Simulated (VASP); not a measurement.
Wanted: the native input for a VASP 6.6.1 run.

```
Task                   : relaxation of cell and atoms
Functional             : LDA
Potentials or basis    : VASP PAW LDA potentials, release 64 (Y_sv)
Cutoff                 : 500 eV
k mesh                 : 21 × 21 × 12
Occupations            : fermi-dirac, width 0.15 eV
Spin                   : no spin polarisation
Dipole correction      : no
Further INCAR settings : ALGO = Normal; EDIFF = 1e-07; IBRION = 2; EDIFFG = -0.001; NSW = 80; ISIF = 3
```

The structure of Y lies in POSCAR:

```
Y
1.0
    3.5405773846      0.0000000028      0.0000000000
   -1.7702886947      3.0662299577      0.0000000000
    0.0000000000      0.0000000000      5.5124687916
Y
2
Direct
    0.3333333333      0.6666666667      0.2500000000
    0.6666666667      0.3333333333      0.7500000000
```

One way to write it, as run:

INCAR

```
SYSTEM = Y
PREC = Accurate
ENCUT = 500
EDIFF = 1E-7
ISMEAR = -1
SIGMA = 0.15
LREAL = .FALSE.
LASPH = .TRUE.
NELM = 120
ALGO = Normal
ISIF = 3
LWAVE = .FALSE.
LCHARG = .FALSE.
IBRION = 2
NSW = 80
EDIFFG = -0.001
GGA_COMPAT = .FALSE.
NELMIN = 4
```

KPOINTS

```
Automatic mesh
0
G
  21 21 12
  0 0 0
```

Potentials or basis: VASP PAW LDA potentials, release 64 (Y_sv).

Launch:

```console
$ cat potpaw_LDA.64/Y_sv/POTCAR > POTCAR
$ mpirun -np 1 vasp_std > vasp.out
```

It gave:

```yaml
Relaxed_volume: 29.98 Å³/atom
Relaxed_cell: a = 3.533 Å, b = 3.533 Å, c = 5.546 Å, α = 90.00°, β = 90.00°, γ = 120.00°
Space_group_after_relaxing_to_0.1_Å: P6_3/mmc (No. 194)
Energy_gained_by_relaxing: 0.3 meV/atom
Ionic_steps: 4
Pressure_after_relaxing: 0.0 GPa
Band_gap_on_the_k_mesh: zero (bands 11 and 12 overlap by 1.69 eV)
```

Run time: 9.6 min on 1 thread of Intel(R) Xeon(R) Platinum 8259CL CPU @ 2.50GHz (Skylake/Cascade Lake), on a shared host, peak memory 0.39 GiB.
